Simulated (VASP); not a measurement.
# Ag (I4/mmm) in VASP: a series of runs

Runs on Ag. Level: r2SCAN. Tasks: single point.

Program: VASP 6.6.1. These are calculated values, not measurements. Logs are shortened: lines on timing, memory, paths and dates and some standing lists are left out, and cuts for length are marked.

### Step 1. The cell of the first run

The structure is tetragonal, space group I4/mmm (No. 139). Conventional cell: a = 2.889 Å, b = 2.889 Å, c = 3.923 Å, α = 90.00°, β = 90.00°, γ = 90.00°. Within 3.7 Å of Ag (site symmetry 4/mmm) lie 12 Ag at 2.83 to 2.89 Å.

### Step 2. Single point, r2SCAN (strain -0.0400 x Voigt [1, 0, 0, 0, 0, 0])

The input, POSCAR:

```
Ag
1.0
    0.0000000000      2.0431000000      2.0431000000
    1.9613760000      0.0000000000      2.0431000000
    1.9613760000      2.0431000000      0.0000000000
Ag
1
Direct
    0.0000000000      0.0000000000      0.0000000000
```

The input, INCAR.step1:

```
  ALGO = Normal
  EDIFF = 1E-4
  ENCUT = 520
  GGA = PE
  ISMEAR = 0
  LASPH = T
  LCHARG = F
  LREAL = F
  LWAVE = T
  NBANDS = 12
  NELM = 60
  PREC = Accurate
  SIGMA = 0.15
```

The input, INCAR.step2:

```
  ALGO = Normal
  EDIFF = 1E-6
  ENCUT = 520
  ISIF = 2
  ISMEAR = 0
  ISTART = 1
  LASPH = T
  LCHARG = F
  LMIXTAU = T
  LREAL = F
  LWAVE = F
  METAGGA = R2SCAN
  NBANDS = 12
  NELM = 60
  PREC = Accurate
  SIGMA = 0.15
```

The input, KPOINTS:

```
k-points
0
Gamma
  20 20 20
```

Potentials or basis: VASP PAW PBE potentials, release 64 (Ag).

Command:

```
$ cat potpaw_PBE.64/Ag/POTCAR > POTCAR
$ cp INCAR.step1 INCAR
$ mpirun -np 1 vasp_std > vasp.out
$ cp INCAR.step2 INCAR
$ mpirun -np 1 vasp_std > vasp.out
```

OUTCAR:

```text
EDIFF = 1E-6
   ENCUT = 520
   ISIF = 2
   ISMEAR = 0
   ISTART = 1
   LASPH = T
   LREAL = F
   METAGGA = R2SCAN
   NELM = 60
   PREC = Accurate

 ion  position               nearest neighbor table
   1  0.000  0.000  0.000-

  LATTYP: Found a body centered tetragonal cell.
 ALAT       =     2.8893797293
 C/A-ratio  =     1.3576450199

  Lattice vectors:

 A1 = (  -1.9613760000,   0.0000000000,  -2.0431000000)
 A2 = (  -1.9613760000,   0.0000000000,   2.0431000000)
 A3 = (   1.9613760000,   2.0431000000,   0.0000000000)

Analysis of symmetry for initial positions (statically):
=====================================================================
 Subroutine PRICEL returns:
 Original cell was already a primitive cell.

 Routine SETGRP: Setting up the symmetry group for a
 body centered tetragonal supercell.

 Subroutine GETGRP returns: Found 16 space group operations
 (whereof 16 operations were pure point group operations)
 out of a pool of 16 trial point group operations.

The static configuration has the point symmetry D_4h.

Analysis of symmetry for dynamics (positions and initial velocities):
=====================================================================
 Subroutine PRICEL returns:
 Original cell was already a primitive cell.

 Routine SETGRP: Setting up the symmetry group for a
 body centered tetragonal supercell.

 Subroutine GETGRP returns: Found 16 space group operations
 (whereof 16 operations were pure point group operations)
 out of a pool of 16 trial point group operations.

The dynamic configuration has the point symmetry D_4h.

 Subroutine INISYM returns: Found 16 space group operations
 (whereof 16 operations are pure point group operations),
 and found     1 'primitive' translations

----------------------------------------------------------------------------------------

                                     Primitive cell

  volume of cell :      16.3746

  direct lattice vectors                    reciprocal lattice vectors
     0.000000000  2.043100000  2.043100000    -0.254923074  0.244726151  0.244726151
     1.961376000  0.000000000  2.043100000     0.254923074 -0.244726151  0.244726151
     1.961376000  2.043100000  0.000000000     0.254923074  0.244726151 -0.244726151

  length of vectors
     2.889379729  2.832181743  2.832181743     0.429845963  0.429845963  0.429845963

  position of ions in fractional coordinates (direct lattice)
     0.000000000  0.000000000  0.000000000

  ion indices of the primitive-cell ions
   primitive index   ion index
                 1           1

----------------------------------------------------------------------------------------

 KPOINTS: k-points

Automatic generation of k-mesh.
 Grid dimensions read from file:
 generate k-points for:   20   20   20

 Generating k-lattice:

  Cartesian coordinates                     Fractional coordinates (reciprocal lattice)
    -0.012746154  0.012236308  0.012236308     0.050000000  0.000000000  0.000000000
     0.012746154 -0.012236308  0.012236308     0.000000000  0.050000000  0.000000000
     0.012746154  0.012236308 -0.012236308     0.000000000  0.000000000  0.050000000

  Length of vectors
     0.021492298  0.021492298  0.021492298

  Shift w.r.t. Gamma in fractional coordinates (k-lattice)
     0.000000000  0.000000000  0.000000000

 Subroutine IBZKPT returns following result:
 ===========================================

 Found    641 irreducible k-points:

 Following reciprocal coordinates:
            Coordinates               Weight
  0.000000  0.000000  0.000000      1.000000
  0.050000  0.000000  0.000000      8.000000
  0.100000 -0.000000 -0.000000      8.000000
  0.150000  0.000000  0.000000      8.000000
  0.200000 -0.000000 -0.000000      8.000000
  0.250000  0.000000  0.000000      8.000000
[... 16 lines left out ...]
 -0.400000  0.050000  0.000000     16.000000
 -0.350000  0.050000  0.000000     16.000000
 [... further k-points ...]
   k-points           NKPTS =    641   k-points in BZ     NKDIM =    641   number of bands    NBANDS=     12
   number of dos      NEDOS =    301   number of ions     NIONS =      1
   total plane-waves  NPLWV =  13824
   dimension x,y,z NGX =    24 NGY =   24 NGZ =   24
   dimension x,y,z NGXF=    48 NGYF=   48 NGZF=   48
   ions per type =               1
   NGX,Y,Z   is equivalent  to a cutoff of  13.81, 14.09, 14.09 a.u.
   NGXF,Y,Z  is equivalent  to a cutoff of  27.62, 28.18, 28.18 a.u.
 SYSTEM =  unknown system
   PREC   = accura    normal or accurate (medium, high low for compatibility)
   ISTART =      1    job   : 0-new  1-cont  2-samecut
   ICHARG =      0    charge: 1-file 2-atom 10-const
   ISPIN  =      1    spin polarized calculation?
   LNONCOLLINEAR =      F non collinear calculations
   LSORBIT =      F    spin-orbit coupling
   LASPH  =      T    aspherical Exc in radial PAW
   ENCUT  =  520.0 eV  38.22 Ry    6.18 a.u.   5.37  5.27  5.27*2*pi/ulx,y,z
   NELM   =     60;   NELMIN=  2; NELMDL=  0     # of ELM steps
   EDIFF  = 0.1E-05   stopping-criterion for ELM
   LREAL  =      F    real-space projection
   EDIFFG = 0.1E-04   stopping-criterion for IOM
   NSW    =      0    number of steps for IOM
   IBRION =     -1    ionic relax: 0-MD 1-quasi-New 2-CG
   NFREE  =      0    steps in history (QN), initial steepest desc. (CG)
   ISIF   =      2    stress and relaxation
   ISYM   =      2    0-nonsym 1-usesym 2-fastsym
   POTIM  = 0.5000    time-step for ionic-motion
   TEBEG  =    0.0;   TEEND  =   0.0 temperature during run
   PSTRESS=    0.0 pullay stress
   NELECT =      11.0000    total number of electrons
   NUPDOWN=      -1.0000    fix difference up-down
   EMIN   =  10.00;   EMAX   =-10.00  energy-range for DOS
   EFERMI =   0.00;   METHOD = LEGACY
   ISMEAR =     0;   SIGMA  =   0.15  broadening in eV -4-tet -1-fermi 0-gaus
   EFERMI_NEDOS =   21; number of points for ismear=-14 and -15
   IALGO  =     38    algorithm
   IMIX   =      4    mixing-type and parameters
     AMIX     =   0.40;   BMIX     =  1.00
     AMIX_MAG =   1.60;   BMIX_MAG =  1.00
  volume/ion in A,a.u.               =      16.37       110.50
  Fermi-wavevector in a.u.,A,eV,Ry     =   1.433779  2.709450 27.969817  2.055724
  Thomas-Fermi vector in A             =   2.553260
   LORBIT       =      0    0 simple, 1 ext, 2 COOP (PROOUT), +10 PAW based schemes
   METAGGA = R2SCAN    functional components
   LHFCALC =     F    Hartree Fock is set to
   AEXX    =    0.0000 exact exchange contribution
   IVDW    =     0    specifies the selected vdW correction
   LEPSILON=     F    determine dielectric tensor
   LRPA    =     F    only Hartree local field effects (RPA)
 non-spin polarized calculation
 Gauss-broadening in eV      SIGMA  =   0.15
  energy-cutoff  :      520.00
  volume of cell :       16.37
 maximum number of plane-waves:       455
 NGX is ok and might be reduce to    24
   NGX = 11   NGY = 11   NGZ = 11

 number of electron      11.0000003 magnetization

 Free energy of the ion-electron system (eV)
  ---------------------------------------------------
  ext. energy  EPLUGINS =         0.00000000
  ---------------------------------------------------
  free energy    TOTEN  =       -21.34011964 eV

  energy without entropy =      -21.33804802  energy(sigma->0) =      -21.33908383

 E-fermi :   9.0264     XC(G=0): -13.2535

 val. band max:        9.0197005483   @ k =   0.0000   0.4000   0.4000
 cond. band min:       9.0421001787   @ k =   0.5000   0.2000   0.0500
 fundamental gap:      0.0223996304
 Fermi energy:         9.0264193184

 k-point     1 :       0.0000    0.0000    0.0000
  band No.  band energies     occupation
      1       0.7283      2.00000
      2       3.6252      2.00000
      3       3.6252      2.00000
      4       3.8924      2.00000
      5       4.6873      2.00000
      6       4.9676      2.00000
      7      25.7806      0.00000
      8      29.5285      0.00000
      9      29.5285      0.00000
     10      30.1770      0.00000
     11      34.7925      0.00000
     12      35.7955      0.00000

 k-point     2 :       0.0500    0.0000    0.0000
  band No.  band energies     occupation
      1       0.8122      2.00000
      2       3.6211      2.00000
      3       3.6494      2.00000
      4       3.8995      2.00000
      5       4.6809      2.00000
      6       4.9553      2.00000
      7      25.8076      0.00000
      8      28.9510      0.00000
      9      29.5728      0.00000
     10      30.0564      0.00000
     11      34.9925      0.00000
     12      35.7989      0.00000

 k-point     3 :       0.1000   -0.0000   -0.0000
  band No.  band energies     occupation
      1       1.0560      2.00000
      2       3.6015      2.00000
      3       3.7129      2.00000
      4       3.9336      2.00000
      5       4.6709      2.00000
      6       4.9251      2.00000
      7      25.7275      0.00000
      8      27.6032      0.00000
      9      29.6902      0.00000
     10      30.1042      0.00000
     11      34.2430      0.00000
     12      35.6133      0.00000

 k-point     4 :       0.1500    0.0000    0.0000
  band No.  band energies     occupation
      1       1.4274      2.00000
      2       3.5848      2.00000
      3       3.7860      2.00000
      4       3.9955      2.00000
      5       4.6861      2.00000
      6       4.8993      2.00000
      7      24.7420      0.00000
      8      26.8422      0.00000
      9      29.8307      0.00000
     10      30.2148      0.00000
     11      33.4096      0.00000
     12      34.7559      0.00000

 k-point     5 :       0.2000   -0.0000   -0.0000
  band No.  band energies     occupation
      1       1.8381      2.00000
      2       3.6696      2.00000
      3       3.8244      2.00000
      4       4.0482      2.00000
      5       4.7684      2.00000
      6       4.9159      2.00000
      7      22.9097      0.00000
      8      26.6726      0.00000
      9      29.8965      0.00000
     10      30.2766      0.00000
     11      32.9868      0.00000
     12      33.8289      0.00000
[... 228 lines left out ...]
      1       2.0537      2.00000
      2       3.5352      2.00000
      3       3.8367      2.00000
      4       5.5357      2.00000
      5       5.7003      2.00000
      6       8.7200      1.99614
      7      13.0689      0.00000
      8      24.8390      0.00000
      9      27.1848      0.00000
     10      28.3321      0.00000
     11      33.1315      0.00000
     12      33.9006      0.00000

 k-point    22 :      -0.4500    0.0500    0.0000
  band No.  band energies     occupation
      1       2.0602      2.00000
      2       3.5432      2.00000
      3       3.8396      2.00000
      4       5.5378      2.00000
      5       5.6617      2.00000
      6       8.5557      1.99999
      7      13.2816      0.00000
      8      24.8289      0.00000
      9      27.0962      0.00000
     10      28.5978      0.00000
     11      33.1052      0.00000
     12      33.8710      0.00000

 k-point    23 :      -0.4000    0.0500    0.0000
  band No.  band energies     occupation
      1       2.1039      2.00000
      2       3.5810      2.00000
      3       3.8728      2.00000
      4       5.4325      2.00000
      5       5.5347      2.00000
      6       7.6018      2.00000
      7      14.5760      0.00000
      8      24.9603      0.00000
      9      27.2385      0.00000
     10      29.1187      0.00000
     11      32.9955      0.00000
     12      33.8210      0.00000

 k-point    24 :      -0.3500    0.0500    0.0000
  band No.  band energies     occupation
      1       2.1729      2.00000
      2       3.6421      2.00000
      3       3.9306      2.00000
      4       5.2119      2.00000
      5       5.3232      2.00000
      6       6.5415      2.00000
      7      16.3080      0.00000
      8      25.2144      0.00000
      9      27.5894      0.00000
     10      29.8571      0.00000
     11      32.7954      0.00000
     12      33.7082      0.00000

 [... further k-points ...]

------------------------ aborting loop because EDIFF is reached ----------------------------------------

  FORCE on cell =-STRESS in cart. coord.  units (eV):
  Direction    XX          YY          ZZ          XY          YZ          ZX
  --------------------------------------------------------------------------------------
  -------------------------------------------------------------------------------------
  Total        0.8101738      0.6421896      0.6421896      0.0000000      0.0000000      0.0000000
  in kB       79.2717906     62.8353049     62.8353049      0.0000000      0.0000000      0.0000000
  external PRESSURE =      68.3141335 kB  Pullay stress =       0.0000000 kB

 VOLUME and BASIS-vectors are now :
 -----------------------------------------------------------------------------
  energy-cutoff  :      520.00
  volume of cell :       16.37
      direct lattice vectors                 reciprocal lattice vectors
     0.000000000  2.043100000  2.043100000    -0.254923074  0.244726151  0.244726151
     1.961376000  0.000000000  2.043100000     0.254923074 -0.244726151  0.244726151
     1.961376000  2.043100000  0.000000000     0.254923074  0.244726151 -0.244726151

 POSITION                                       TOTAL-FORCE (eV/Angst)
 -----------------------------------------------------------------------------------
      0.00000      0.00000      0.00000         0.000000     -0.000000      0.000000
 -----------------------------------------------------------------------------------
    total drift:                               -0.000000      0.000000     -0.000000

  FREE ENERGIE OF THE ION-ELECTRON SYSTEM (eV)
  ---------------------------------------------------
  free  energy   TOTEN  =       -21.3401196446 eV

  energy  without entropy=      -21.3380480237  energy(sigma->0) =      -21.33908383
```

It took 2.1 min on 1 thread of Intel Xeon 6975P-C (Granite Rapids), shared host; peak memory 0.24 GiB.

What came out:

```yaml
Free_energy: -21.3401 eV
Pressure: 6.8 GPa
Band_gap_on_the_k_mesh: zero (an odd number of electrons rules out a gap without spin polarisation)
```

Caveat: the cell differs from its parent crystal (strain -0.0400 x Voigt [1, 0, 0, 0, 0, 0]); the cell stands under pressure; the PAW data sets were made with another functional, which shifts forces and pressure a little.

[end of part 1 of 3]
